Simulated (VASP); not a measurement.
Set up this calculation in VASP 6.6.1, as the native input.

```yaml
Task: single point
Functional: PBE
Potentials_or_basis: VASP PAW PBE potentials, release 64 (In_d)
Cutoff: 520 eV
k_mesh: 14 × 14 × 5
Occupations: fermi-dirac, width 0.08 eV
Spin: no spin polarisation
Dipole_correction: no
Further_INCAR_settings: ALGO = Normal; EDIFF = 1e-06; NBANDS = 26
```

The structure of In lies in POSCAR:

```
In
1.0
    0.0000000000      2.3961454330     -2.3961454330
   -2.3961454330      0.0000000000      2.3961454330
    4.7922908660      4.7922908660      4.7922908660
In
3
Direct
    0.0000000000      0.0000000000      0.0000000000
    0.3333333330      0.6666666670      0.3333333330
    0.6666666670      0.3333333330      0.6666666670
```

This isn't the form of In at room conditions, which is tetragonal.

The input as run:

INCAR

```
ALGO = Normal
EDIFF = 1E-6
ENCUT = 520
GGA = PE
ISIF = 2
ISMEAR = -1
LASPH = True
LCHARG = False
LREAL = False
LWAVE = False
NBANDS = 26
NELM = 100
PREC = Accurate
SIGMA = 0.08
```

KPOINTS

```
k-points
0
Gamma
  14 14 5
```

Potentials or basis: VASP PAW PBE potentials, release 64 (In_d).

Launch:

```bash
$ cat potpaw_PBE.64/In_d/POTCAR > POTCAR
$ mpirun -np 1 vasp_std > vasp.out
```

Results of the run:

```json
{"Pressure": "-0.1 GPa", "Band gap on the k mesh": "zero (an odd number of electrons rules out a gap without spin polarisation)"}
```

Caveat: spin-orbit coupling is left out, which moves the levels of the heavy elements.

Wall time 72 s on 1 thread of Intel(R) Xeon(R) 6975P-C (Granite Rapids), on a shared host, peak memory 0.31 GiB.
